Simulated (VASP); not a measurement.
Wanted: the native input for a VASP 6.6.1 run.

```yaml
Task: single point
Functional: r2SCAN
Potentials_or_basis: VASP PAW PBE potentials, release 64 (Ba_sv, Ti_sv, O)
Cutoff: 520 eV
k_mesh: 5 × 5 × 5
Occupations: fermi-dirac, width 0.1 eV
Spin: collinear spin, zero start
Starting_moments: "[0.0, 0.0, 0.0, 0.0, 0.0, 0.0, 0.0, 0.0, 0.0, 0.0] μB"
Dipole_correction: no
Further_INCAR_settings: ALGO = Normal; EDIFF = 1e-06; NBANDS = 55
```

The system is BaTiO3.

```
CELL_PARAMETERS angstrom
3.96038 3.96038 0.00000
0.00000 3.96038 3.98355
3.96038 0.00000 3.98355
ATOMIC_POSITIONS crystal
Ba 0.00000 0.00000 0.00000
Ba 0.50000 0.50000 0.50000
Ti 0.24895 0.25105 0.25105
Ti 0.74895 0.75105 0.75105
O 0.00765 0.49235 0.49235
O 0.50765 0.99235 0.99235
O 0.49350 0.50650 0.00650
O 0.99350 0.00650 0.50650
O 0.49350 0.00650 0.50650
O 0.99350 0.50650 0.00650
```

The input as run:

POSCAR

```
BaTiO3
1.0
    3.9603758900      3.9603758900      0.0000000000
    0.0000000000      3.9603758900      3.9835510400
    3.9603758900      0.0000000000      3.9835510400
Ba Ti O
2 2 6
Direct
    0.0000000000      0.0000000000      0.0000000000
    0.5000000000      0.5000000000      0.5000000000
    0.2489500000      0.2510500000      0.2510500000
    0.7489500000      0.7510500000      0.7510500000
    0.0076500000      0.4923500000      0.4923500000
    0.5076500000      0.9923500000      0.9923500000
    0.4935000000      0.5065000000      0.0065000000
    0.9935000000      0.0065000000      0.5065000000
    0.4935000000      0.0065000000      0.5065000000
    0.9935000000      0.5065000000      0.0065000000
```

INCAR.step1

```
  PREC = Accurate
  ENCUT = 520
  ISMEAR = -1
  SIGMA = 0.1
  LREAL = F
  LASPH = T
  NELM = 150
  ISPIN = 2
  MAGMOM = 0 0 0 0 0 0 0 0 0 0
  LMAXMIX = 4
  NBANDS = 55
  GGA = PE
  ALGO = Normal
  EDIFF = 1E-4
  LWAVE = T
  LCHARG = F
```

INCAR.step2

```
  PREC = Accurate
  ENCUT = 520
  EDIFF = 1E-6
  ISMEAR = -1
  SIGMA = 0.1
  LREAL = F
  LASPH = T
  NELM = 150
  ALGO = Normal
  ISIF = 2
  LWAVE = F
  LCHARG = T
  ISPIN = 2
  MAGMOM = 0 0 0 0 0 0 0 0 0 0
  LORBIT = 11
  LMAXMIX = 4
  METAGGA = R2SCAN
  LMIXTAU = T
  LELF = T
  LVHAR = T
  NBANDS = 55
  ISTART = 1
```

KPOINTS

```
regular mesh
0
Gamma
  5 5 5
```

Potentials or basis: VASP PAW PBE potentials, release 64 (Ba_sv, Ti_sv, O).

Command:

```sh
$ cat potpaw_PBE.64/Ba_sv/POTCAR potpaw_PBE.64/Ti_sv/POTCAR potpaw_PBE.64/O/POTCAR > POTCAR
$ cp INCAR.step1 INCAR
$ mpirun -np 1 vasp_std > vasp.out
$ cp INCAR.step2 INCAR
$ mpirun -np 1 vasp_std > vasp.out
```

Results of the run:

```
Pressure                                              : 6.3 GPa
Largest force                                         : 0.896 eV/Å
Band gap on the k mesh                                : 2.20 eV
Net moment                                            : 0.00 μB per cell
Valence electrons inside the program's atomic spheres : Ba 8.02; Ti 10.17; O 5.08
```

Caveat: the cell stands under pressure; the PAW data sets were made with another functional, which shifts forces and pressure a little; spin-orbit coupling is left out, which moves the levels of the heavy elements; an odd mesh through Γ misses points on the zone boundary, where band edges can lie.

It took 18 min on 1 thread of Intel(R) Xeon(R) Platinum 8259CL CPU @ 2.50GHz (Skylake/Cascade Lake) (shared host), peak memory 0.46 GiB.
